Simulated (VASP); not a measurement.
Set up this calculation in VASP 6.6.1, as the native input.

| Item | Value |
| --- | --- |
| Task | single point |
| Functional | LDA |
| Potentials or basis | VASP PAW LDA potentials, release 64 (Ir_sv_GW) |
| Cutoff | 560 eV |
| k mesh | 22 × 22 × 22 |
| Occupations | gaussian, width 0.15 eV |
| Spin | no spin polarisation |
| Dipole correction | no |
| Further INCAR settings | ALGO = Normal; EDIFF = 1e-06; NBANDS = 14 |

The structure of Ir lies in POSCAR:

```
Ir
1.0
    0.0000000000      1.8098000219      2.1120366255
    1.8098000219      0.0000000000      2.1120366255
    1.8098000219      1.8098000219      0.0000000000
Ir
1
Direct
    0.0000000000      0.0000000000      0.0000000000
```

These files were run (other wordings do the same):

INCAR

```
PREC     = Accurate       # precision mode
ENCUT    = 560            # plane-wave cutoff, eV
EDIFF    = 1E-6           # SCF threshold, eV
ISMEAR   = 0              # smearing method
SIGMA    = 0.15           # smearing width, eV
LREAL    = False          # projectors in reciprocal space
LASPH    = True           # aspherical terms in the spheres
NELM     = 120            # most SCF steps
ALGO     = Normal         # electronic algorithm
ISIF     = 2              # what is computed and relaxed
LWAVE    = False          # write WAVECAR
LCHARG   = False          # write CHGCAR
NBANDS   = 14             # bands
GGA_COMPAT= False
```

KPOINTS

```
regular mesh
0
Gamma
  22 22 22
```

Potentials or basis: VASP PAW LDA potentials, release 64 (Ir_sv_GW).

Run with:

```bash
$ cat potpaw_LDA.64/Ir_sv_GW/POTCAR > POTCAR
$ mpirun -np 1 vasp_std > vasp.out
```

Results of the run:

The pressure is 6.3 GPa and the band gap on the k mesh is zero (an odd number of electrons rules out a gap without spin polarisation).

Caveat: the stress differs along the axes, from -33 to 26 GPa; spin-orbit coupling is left out, which moves the levels of the heavy elements.

It took 72 s on 1 thread of Intel(R) Xeon(R) Platinum 8559C (Emerald Rapids), on a shared host, peak memory 0.29 GiB.
